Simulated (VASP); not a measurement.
# Ge (P6_3/mmc) in VASP: notebook

The runs below take Ge through single point, with PBE, r2SCAN.

All numbers are computed with VASP 6.6.1; they aren't measurements. Logs are shortened: lines on timing, memory, paths and dates and some standing lists are left out, and cuts for length are marked.

## 1. The cell of the first run

Symmetry: P6_3/mmc, No. 194, hexagonal system. The conventional cell has a = 3.998 Å, b = 3.998 Å, c = 6.593 Å, α = 90.00°, β = 90.00°, γ = 120.00°. Ge (site symmetry 3m) has 4 Ge at 2.45 to 2.47 Å within 3.2 Å.

## 2. Single point, PBE

INCAR

```
ALGO = Normal
EDIFF = 1E-7
ENCUT = 520
GGA = PE
ISIF = 2
ISMEAR = -1
LASPH = True
LCHARG = False
LREAL = False
LWAVE = False
NBANDS = 36
NELM = 100
PREC = Accurate
SIGMA = 0.02
```

KPOINTS

```
k-points
0
Gamma
  6 6 4
```

POSCAR

```
Ge
1.0
    3.9976152109      0.0000000000      0.0000000000
   -1.9988076054      3.4620363272      0.0000000000
    0.0000000000      0.0000000000      6.5928195187
Ge
4
Direct
    0.3333333333      0.6666666667      0.0003695990
    0.6666666667      0.3333333333      0.5003695990
    0.3333333333      0.6666666667      0.3746304010
    0.6666666667      0.3333333333      0.8746304010
```

Potentials or basis: VASP PAW PBE potentials, release 64 (Ge_d).

The run is started by

```console
> cat potpaw_PBE.64/Ge_d/POTCAR > POTCAR
> mpirun -np 1 vasp_std > vasp.out
```

OUTCAR:

```text
EDIFF = 1E-7
   ENCUT = 520
   GGA = PE
   ISIF = 2
   ISMEAR = -1
   LASPH = True
   LREAL = False
   NELM = 100
   PREC = Accurate

 ion  position               nearest neighbor table
   1  0.333  0.667  0.000-   4 2.45   4 2.45   4 2.45   3 2.47
   2  0.667  0.333  0.500-   3 2.45   3 2.45   3 2.45   4 2.47
   3  0.333  0.667  0.375-   2 2.45   2 2.45   2 2.45   1 2.47
   4  0.667  0.333  0.875-   1 2.45   1 2.45   1 2.45   2 2.47

  LATTYP: Found a hexagonal cell.
 ALAT       =     3.9976152109
 C/A-ratio  =     1.6491881211

  Lattice vectors:

 A1 = (   3.9976152109,   0.0000000000,   0.0000000000)
 A2 = (  -1.9988076054,   3.4620363272,   0.0000000000)
 A3 = (   0.0000000000,   0.0000000000,   6.5928195187)

Analysis of symmetry for initial positions (statically):
=====================================================================
 Subroutine PRICEL returns:
 Original cell was already a primitive cell.

 Routine SETGRP: Setting up the symmetry group for a
 hexagonal supercell.

 Subroutine GETGRP returns: Found 24 space group operations
 (whereof  6 operations were pure point group operations)
 out of a pool of 24 trial point group operations.

The static configuration has the point symmetry C_3v.
 The point group associated with its full space group is D_6h.

Analysis of symmetry for dynamics (positions and initial velocities):
=====================================================================
 Subroutine PRICEL returns:
 Original cell was already a primitive cell.

 Routine SETGRP: Setting up the symmetry group for a
 hexagonal supercell.

 Subroutine GETGRP returns: Found 24 space group operations
 (whereof  6 operations were pure point group operations)
 out of a pool of 24 trial point group operations.

The dynamic configuration has the point symmetry C_3v.
 The point group associated with its full space group is D_6h.

 Subroutine INISYM returns: Found 24 space group operations
 (whereof  6 operations are pure point group operations),
 and found     1 'primitive' translations

----------------------------------------------------------------------------------------

                                     Primitive cell
[... 80 lines left out ...]
   NGXF,Y,Z  is equivalent  to a cutoff of  24.95, 24.95, 25.22 a.u.
 SYSTEM =  unknown system
   PREC   = accura    normal or accurate (medium, high low for compatibility)
   ISTART =      0    job   : 0-new  1-cont  2-samecut
   ICHARG =      2    charge: 1-file 2-atom 10-const
   ISPIN  =      1    spin polarized calculation?
   LNONCOLLINEAR =      F non collinear calculations
   LSORBIT =      F    spin-orbit coupling
   LASPH  =      T    aspherical Exc in radial PAW
   ENCUT  =  520.0 eV  38.22 Ry    6.18 a.u.   7.43  7.43 12.26*2*pi/ulx,y,z
   NELM   =    100;   NELMIN=  2; NELMDL= -5     # of ELM steps
   EDIFF  = 0.1E-06   stopping-criterion for ELM
   LREAL  =      F    real-space projection
   EDIFFG = 0.1E-05   stopping-criterion for IOM
   NSW    =      0    number of steps for IOM
   IBRION =     -1    ionic relax: 0-MD 1-quasi-New 2-CG
   NFREE  =      0    steps in history (QN), initial steepest desc. (CG)
   ISIF   =      2    stress and relaxation
   ISYM   =      2    0-nonsym 1-usesym 2-fastsym
   POTIM  = 0.5000    time-step for ionic-motion
   TEBEG  =    0.0;   TEEND  =   0.0 temperature during run
   PSTRESS=    0.0 pullay stress
   NELECT =      56.0000    total number of electrons
   NUPDOWN=      -1.0000    fix difference up-down
   EMIN   =  10.00;   EMAX   =-10.00  energy-range for DOS
   EFERMI =   0.00;   METHOD = LEGACY
   ISMEAR =    -1;   SIGMA  =   0.02  broadening in eV -4-tet -1-fermi 0-gaus
   EFERMI_NEDOS =   21; number of points for ismear=-14 and -15
   IALGO  =     38    algorithm
   IMIX   =      4    mixing-type and parameters
     AMIX     =   0.40;   BMIX     =  1.00
     AMIX_MAG =   1.60;   BMIX_MAG =  1.00
  volume/ion in A,a.u.               =      22.81       153.94
  Fermi-wavevector in a.u.,A,eV,Ry     =   1.391243  2.629068 26.334843  1.935556
  Thomas-Fermi vector in A             =   2.515101
   LORBIT       =      0    0 simple, 1 ext, 2 COOP (PROOUT), +10 PAW based schemes
   GGA     = PE    functional components
[... 5 lines left out ...]
 non-spin polarized calculation
  energy-cutoff  :      520.00
  volume of cell :       91.24
 maximum number of plane-waves:      2491
 NGX is ok and might be reduce to    30
   NGX = 15   NGY = 15   NGZ = 25

 number of electron      56.0000047 magnetization

 Free energy of the ion-electron system (eV)
  ---------------------------------------------------
  ext. energy  EPLUGINS =         0.00000000
  ---------------------------------------------------
  free energy    TOTEN  =       -17.92549054 eV

  energy without entropy =      -17.92522640  energy(sigma->0) =      -17.92535847

 E-fermi :   5.0235     XC(G=0):  -9.8811

 val. band max:        4.9847016389   @ k =   0.0000   0.0000   0.0000
 cond. band min:       5.0913808409   @ k =   0.0000   0.0000   0.2500
 fundamental gap:      0.1066792020
 Fermi energy:         5.0235142868

 k-point     1 :       0.0000    0.0000    0.0000
  band No.  band energies     occupation
      1     -19.9168      2.00000
      2     -19.9168      2.00000
      3     -19.8803      2.00000
      4     -19.8784      2.00000
      5     -19.8784      2.00000
      6     -19.8670      2.00000
[... 808 lines left out ...]
     35      11.6049      0.00000
     36      11.6049      0.00000

------------------------ aborting loop because EDIFF is reached ----------------------------------------

  FORCE on cell =-STRESS in cart. coord.  units (eV):
  Direction    XX          YY          ZZ          XY          YZ          ZX
  --------------------------------------------------------------------------------------
  -------------------------------------------------------------------------------------
  Total        1.8292350      1.8292350      1.5959896      0.0000000      0.0000000      0.0000000
  in kB       32.1200562     32.1200562     28.0244331      0.0000000      0.0000000      0.0000000
  external PRESSURE =      30.7548485 kB  Pullay stress =       0.0000000 kB

 VOLUME and BASIS-vectors are now :
 -----------------------------------------------------------------------------
  energy-cutoff  :      520.00
  volume of cell :       91.24
      direct lattice vectors                 reciprocal lattice vectors
     3.997615211  0.000000000  0.000000000     0.250149138  0.144423672  0.000000000
    -1.998807605  3.462036327  0.000000000     0.000000000  0.288847345  0.000000000
     0.000000000  0.000000000  6.592819519     0.000000000  0.000000000  0.151680172

 POSITION                                       TOTAL-FORCE (eV/Angst)
 -----------------------------------------------------------------------------------
     -0.00000      2.30802      0.00244         0.000000     -0.000000      0.014791
      1.99881      1.15401      3.29885        -0.000000      0.000000      0.014791
     -0.00000      2.30802      2.46987         0.000000     -0.000000     -0.014791
      1.99881      1.15401      5.76628         0.000000      0.000000     -0.014791
 -----------------------------------------------------------------------------------
    total drift:                               -0.000000      0.000000      0.000412

  FREE ENERGIE OF THE ION-ELECTRON SYSTEM (eV)
  ---------------------------------------------------
  free  energy   TOTEN  =       -17.9254905419 eV

  energy  without entropy=      -17.9252264021  energy(sigma->0) =      -17.92535847
```

OSZICAR:

```text
N       E                     dE             d eps       ncg     rms          rms(c)
DAV:   1     0.493316029165E+03    0.49332E+03   -0.28140E+04  1748   0.430E+03
DAV:   2     0.679533712747E+02   -0.42536E+03   -0.41421E+03  1520   0.806E+02
DAV:   3    -0.133280827668E+02   -0.81281E+02   -0.80311E+02  1648   0.206E+02
DAV:   4    -0.180056803912E+02   -0.46776E+01   -0.46599E+01  1784   0.582E+01
DAV:   5    -0.181009199351E+02   -0.95240E-01   -0.95212E-01  1696   0.921E+00    0.451E+00
DAV:   6    -0.179841039522E+02    0.11682E+00   -0.65708E-02  1648   0.198E+00    0.267E+00
DAV:   7    -0.179210139991E+02    0.63090E-01   -0.10441E-01  1652   0.223E+00    0.195E-01
DAV:   8    -0.179245903183E+02   -0.35763E-02   -0.12559E-02  1656   0.998E-01    0.860E-02
DAV:   9    -0.179254353425E+02   -0.84502E-03   -0.88515E-04  1668   0.131E-01    0.210E-02
DAV:  10    -0.179254793733E+02   -0.44031E-04   -0.70326E-05  1844   0.807E-02    0.777E-03
DAV:  11    -0.179254895854E+02   -0.10212E-04   -0.22060E-05  1672   0.239E-02    0.319E-03
DAV:  12    -0.179254904541E+02   -0.86879E-06   -0.13076E-06  1684   0.122E-02    0.779E-04
DAV:  13    -0.179254905633E+02   -0.10917E-06   -0.13506E-07  1180   0.206E-03    0.274E-04
DAV:  14    -0.179254905419E+02    0.21404E-07   -0.24835E-08  1020   0.161E-03
   1 F= -.17925491E+02 E0= -.17925358E+02  d E =-.264140E-03
```

stdout:

```text
POSCAR found type information on POSCAR Ge
 POSCAR found :  1 types and       4 ions
 scaLAPACK will be used
 LDA part: xc-table for (Slater+PW92), standard interpolation
 POSCAR, INCAR and KPOINTS ok, starting setup
 FFT: planning ... GRIDC
 FFT: planning ... GRID_SOFT
 FFT: planning ... GRID
 WAVECAR not read
 entering main loop
```

Run time: 31 s. Hardware: 1 thread of AMD EPYC 9R45 (Zen 5), shared host; peak memory 0.18 GiB.

Results:

- Free energy: -17.9255 eV
- Pressure: 3.1 GPa
- Largest force: 0.015 eV/Å
- Band gap on the k mesh: 0.11 eV, indirect (the least direct gap lies 1.0 meV higher)

Forces in eV/Å, atoms in the order of the input:
```
Ge   0.000  0.000  0.015
Ge   0.000  0.000  0.015
Ge   0.000  0.000 -0.015
Ge   0.000  0.000 -0.015
```

Stress tensor (GPa, compression positive):
```
3.21 0.00 0.00
0.00 3.21 0.00
0.00 0.00 2.80
```

Levels at points of the mesh, in eV from the valence-band top:
| k point | band 24 | band 25 | band 26 | band 27 | band 28 | band 29 | band 30 | band 31 | band 32 | band 33 |
| --- | --- | --- | --- | --- | --- | --- | --- | --- | --- | --- |
| (0.00, 0.00, 0.00) | -1.50 | -1.50 | -0.16 | -0.09 | 0.00 | 0.11 | 0.11 | 2.25 | 2.25 | 2.75 |
| (0.50, 0.00, 0.00) | -6.75 | -4.59 | -3.08 | -2.82 | -1.46 | 0.53 | 1.65 | 3.57 | 3.70 | 4.33 |
| (0.00, 0.00, 0.50) | -4.81 | -0.87 | -0.87 | -0.87 | -0.87 | 0.68 | 0.68 | 3.36 | 3.36 | 3.36 |
| (0.50, 0.00, 0.50) | -7.88 | -2.55 | -2.55 | -2.42 | -2.42 | 0.53 | 0.53 | 2.11 | 2.11 | 6.11 |

## 3. Single point, PBE

INCAR

```
SYSTEM = Ge
PREC = Accurate
ENCUT = 520
EDIFF = 1E-6
ISMEAR = -1
SIGMA = 0.02
LREAL = .FALSE.
LASPH = .TRUE.
NELM = 100
ALGO = Normal
ISIF = 2
LWAVE = .FALSE.
LCHARG = .FALSE.
GGA = PE
NBANDS = 36
```

KPOINTS

```
Automatic mesh
0
G
  6 6 4
  0 0 0
```

POSCAR is that of step 2.

Potentials or basis: VASP PAW PBE potentials, release 64 (Ge_d).

The run is started by

```console
> cat potpaw_PBE.64/Ge_d/POTCAR > POTCAR
> mpirun -np 1 vasp_std > vasp.out
```

Run time: 26 s. Hardware: 1 thread of AMD EPYC 9R45 (Zen 5), shared host; peak memory 0.19 GiB.

Results (log left out):

```
Free energy            : -17.9255 eV
Pressure               : 3.0 GPa
Largest force          : 0.015 eV/Å
Band gap on the k mesh : 0.11 eV, indirect (the least direct gap lies 0.9 meV higher)
```

Forces in eV/Å, atoms in the order of the input:
```
Ge   0.000  0.000  0.015
Ge   0.000  0.000  0.015
Ge   0.000  0.000 -0.015
Ge   0.000  0.000 -0.015
```

Stress tensor (GPa, compression positive):
```
3.17 0.00 0.00
0.00 3.17 0.00
0.00 0.00 2.76
```

Levels at points of the mesh, in eV from the valence-band top:
| k point | band 26 | band 27 | band 28 | band 29 | band 30 | band 31 |
| --- | --- | --- | --- | --- | --- | --- |
| (0.00, 0.00, 0.00) | -0.16 | -0.09 | 0.00 | 0.11 | 0.11 | 2.25 |
| (0.50, 0.00, 0.00) | -3.08 | -2.82 | -1.46 | 0.53 | 1.65 | 3.57 |
| (0.00, 0.00, 0.50) | -0.87 | -0.87 | -0.87 | 0.68 | 0.68 | 3.36 |
| (0.50, 0.00, 0.50) | -2.55 | -2.42 | -2.42 | 0.53 | 0.53 | 2.11 |

A k mesh can miss the band edges.

## 4. Single point, r2SCAN

POSCAR is that of step 3.

INCAR.step1

```
PREC     = Accurate       # precision mode
ENCUT    = 520            # plane-wave cutoff, eV
ISMEAR   = -1             # smearing method
SIGMA    = 0.02           # smearing width, eV
LREAL    = False          # projectors in reciprocal space
LASPH    = True           # aspherical terms in the spheres
NELM     = 60             # most SCF steps
NBANDS   = 36             # bands
GGA      = PE             # functional
ALGO     = Normal         # electronic algorithm
EDIFF    = 1E-4           # SCF threshold, eV
LWAVE    = True           # write WAVECAR
LCHARG   = False          # write CHGCAR
```

INCAR.step2

```
PREC     = Accurate       # precision mode
ENCUT    = 520            # plane-wave cutoff, eV
EDIFF    = 1E-6           # SCF threshold, eV
ISMEAR   = -1             # smearing method
SIGMA    = 0.02           # smearing width, eV
LREAL    = False          # projectors in reciprocal space
LASPH    = True           # aspherical terms in the spheres
NELM     = 60             # most SCF steps
ALGO     = Normal         # electronic algorithm
ISIF     = 2              # what is computed and relaxed
LWAVE    = False          # write WAVECAR
LCHARG   = True           # write CHGCAR
METAGGA  = R2SCAN         # meta-GGA
LMIXTAU  = True         
LELF     = True           # ELF
LVHAR    = True         
NBANDS   = 36             # bands
ISTART   = 1
```

KPOINTS

```
Automatic mesh
0
Gamma
  6 6 4
```

The run is started by

```console
> cat potpaw_PBE.64/Ge_d/POTCAR > POTCAR
> cp INCAR.step1 INCAR
> mpirun -np 1 vasp_std > vasp.out
> cp INCAR.step2 INCAR
> mpirun -np 1 vasp_std > vasp.out
```

Run time: 1.9 min. Hardware: 1 thread of AMD EPYC 9R45 (Zen 5), shared host; peak memory 0.2 GiB.

Results (log left out):

| Quantity | Value |
| --- | --- |
| Free energy | -55.3806 eV |
| Pressure | 0.1 GPa |
| Band gap on the k mesh | 0.06 eV, direct |

Stress tensor (GPa, compression positive):
```
0.12 0.00 0.00
0.00 0.12 0.00
0.00 0.00 0.04
```

Levels at points of the mesh, in eV from the valence-band top:
```
           k point  band 26  band 27  band 28  band 29  band 30  band 31
(0.00, 0.00, 0.00)    -0.29     0.00     0.00     0.06     0.26     2.29
(0.50, 0.00, 0.00)    -3.34    -3.02    -1.65     0.62     1.83     3.72
(0.00, 0.00, 0.50)    -1.03    -1.03    -1.03     0.84     0.84     3.46
(0.50, 0.00, 0.50)    -2.77    -2.66    -2.66     0.63     0.63     2.27
```

Caveat: the PAW data sets were made with another functional, which shifts forces and pressure a little. A k mesh can miss the band edges.
